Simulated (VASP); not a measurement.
Input of a VASP 6.6.1 run:

The input INCAR:

```
SYSTEM = H
PREC     = Accurate       ! precision mode
ENCUT    = 520            ! plane-wave cutoff, eV
EDIFF    = 1E-6           ! SCF threshold, eV
ISMEAR   = 0              ! smearing method
SIGMA    = 0.05           ! smearing width, eV
LREAL    = .FALSE.        ! projectors in reciprocal space
LASPH    = .TRUE.         ! aspherical terms in the spheres
NELM     = 80             ! most SCF steps
ALGO     = Normal         ! electronic algorithm
ISIF     = 2              ! what is computed and relaxed
LWAVE    = .FALSE.        ! write WAVECAR
LCHARG   = .FALSE.        ! write CHGCAR
GGA      = PS             ! functional
NBANDS   = 6              ! bands
```

KPOINTS

```
regular mesh
0
G
  10 10 26
  0 0 0
```

Contents of POSCAR:

```
H
1.0
    2.7821206758      0.0000000000      0.0000000000
    0.0000000000      2.6496387389      0.0000000000
    0.0000000000      0.0000000000      0.9804929200
H
1
Direct
    0.0000000000      0.0000000000      0.5000000000
```

Potentials or basis: VASP PAW PBE potentials, release 64 (H).

Command:

```console
$ cat potpaw_PBE.64/H/POTCAR > POTCAR
$ mpirun -np 1 vasp_std > vasp.out
```

Question: Estimate the pressure.

Answer: 1.4 GPa.

Question: Predict the band gap on the k mesh.

Answer: Zero (an odd number of electrons rules out a gap without spin polarisation).

Stress tensor (GPa, compression positive):
```
0.60 0.00 0.00
0.00 1.37 0.00
0.00 0.00 2.10
```

Caveat: the cell differs from its parent crystal (strain +0.0500 x Voigt [1, 0, 0, 0, 0, 0]); the PAW data sets were made with another functional, which shifts forces and pressure a little.
